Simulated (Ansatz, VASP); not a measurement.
Al: VASP beside Ansatz

```xyz
8
Lattice="-3.2350 -3.2350 3.2350 -3.2350 3.2350 -3.2350 3.2350 -3.2350 -3.2350" Properties=species:S:1:pos:R:3 pbc="T T T"
Al   -1.6175   -1.6175   -1.6175
Al    0.0000    0.0000   -3.2350
Al    0.0000   -3.2350    0.0000
Al    1.6175   -1.6175   -1.6175
Al   -3.2350    0.0000    0.0000
Al   -1.6175    1.6175   -1.6175
Al   -1.6175   -1.6175    1.6175
Al    0.0000    0.0000    0.0000
```

Alike in both runs: task single point; functional PBE; k mesh 14 × 14 × 14; occupations gaussian, width 0.15 eV; no spin polarisation.

|  | VASP | Ansatz |
| --- | --- | --- |
| version | VASP 6.6.1 | Ansatz 0.2.0 |
| potentials or method | VASP PAW PBE potentials, release 64 (Al), cutoff 520 eV | scalar-relativistic, plane waves, PAW |
| valence electrons in the cell | 24 | 24 |

```tsv
	VASP	Ansatz	Ansatz less VASP
gap on the k mesh at the Fermi level (eV)	none	none	-
pressure (GPa)	0.0	0.0	+0.02
```

A gap of «none» marks a metal or a gap that the smearing closes. The functional is the same, so the differences come from potentials, cutoffs and numerics.
